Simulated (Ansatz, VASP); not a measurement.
BN: VASP beside Ansatz

Contents of INCAR:

```
SYSTEM = BN
PREC = Accurate ; ENCUT = 520
EDIFF = 1E-6 ; ISMEAR = 0
SIGMA = 0.05 ; LREAL = .FALSE.
LASPH = .TRUE. ; NELM = 60
ALGO = Normal ; ISIF = 2
LWAVE = .FALSE. ; LCHARG = .TRUE.
GGA = PE ; LELF = .TRUE.
LVHAR = .TRUE. ; NBANDS = 36
```

Contents of KPOINTS:

```
Automatic mesh
0
G
  10 10 2
  0 0 0
```

Contents of POSCAR:

```
BN
1.0
   -2.5539396017      0.0000000000      0.0000000000
   -1.2769698008     -2.2117765748      0.0000000000
    0.0000000000      0.0000000000     12.3805650000
B N
6 6
Direct
    0.6666666667      0.6666666667      0.2345913547
    0.6666666667      0.6666666667      0.5760018638
    0.6666666667      0.6666666667      0.9174123729
    0.3333333333      0.3333333333      0.0638861001
    0.3333333333      0.3333333333      0.4052966092
    0.3333333333      0.3333333333      0.7467071184
    0.6666666667      0.6666666667      0.1067508724
    0.6666666667      0.6666666667      0.4481613815
    0.6666666667      0.6666666667      0.7895718906
    0.3333333333      0.3333333333      0.9602771452
    0.3333333333      0.3333333333      0.2774561269
    0.3333333333      0.3333333333      0.6188666361
```

Input for Ansatz:

```yaml
crystal:
  lattice:
    - [-2.5539396017, 0.0, 0.0]
    - [-1.2769698008, -2.2117765748, 0.0]
    - [0.0, 0.0, 12.380565]
  atoms:
    - { symbol: B, position: [0.6666666667, 0.6666666667, 0.2345913547] }
    - { symbol: B, position: [0.6666666667, 0.6666666667, 0.5760018638] }
    - { symbol: B, position: [0.6666666667, 0.6666666667, 0.9174123729] }
    - { symbol: B, position: [0.3333333333, 0.3333333333, 0.0638861001] }
    - { symbol: B, position: [0.3333333333, 0.3333333333, 0.4052966092] }
    - { symbol: B, position: [0.3333333333, 0.3333333333, 0.7467071184] }
    - { symbol: "N", position: [0.6666666667, 0.6666666667, 0.1067508724] }
    - { symbol: "N", position: [0.6666666667, 0.6666666667, 0.4481613815] }
    - { symbol: "N", position: [0.6666666667, 0.6666666667, 0.7895718906] }
    - { symbol: "N", position: [0.3333333333, 0.3333333333, 0.9602771452] }
    - { symbol: "N", position: [0.3333333333, 0.3333333333, 0.2774561269] }
    - { symbol: "N", position: [0.3333333333, 0.3333333333, 0.6188666361] }
basis:
  ecutwfc: 420
kpoints:
  mp_grid: { grid: [10, 10, 2] }
hamiltonian:
  xc: pbe
scf:
  occupations: { method: gaussian, width: 0.05 }
output:
  forces: true
  stress: true
  eigenvalues: true
```

Alike in both runs: task single point; functional PBE; k mesh 10 × 10 × 2; occupations gaussian, width 0.05 eV; no spin polarisation.

|  | VASP | Ansatz |
| --- | --- | --- |
| version | VASP 6.6.1 | Ansatz 0.2.0 |
| potentials or method | VASP PAW PBE potentials, release 64 (B, N), cutoff 520 eV | scalar-relativistic, plane waves, PAW |
| valence electrons in the cell | 48 | 48 |

```csv
,VASP,Ansatz,Ansatz less VASP
gap on the k mesh at the Fermi level (eV),4.88,4.89,+0.015
least direct gap on the mesh (eV),7.33,7.33,+0.008
pressure (GPa),16.3,16.0,-0.30
"traceless stress, the component that is largest in VASP (GPa)",28.08,28.00,-0.079
rms of the force components (eV/Å),2.840,2.833,-0.0071
```

Atom by atom the forces differ by 0.008 eV/Å (rms over components).
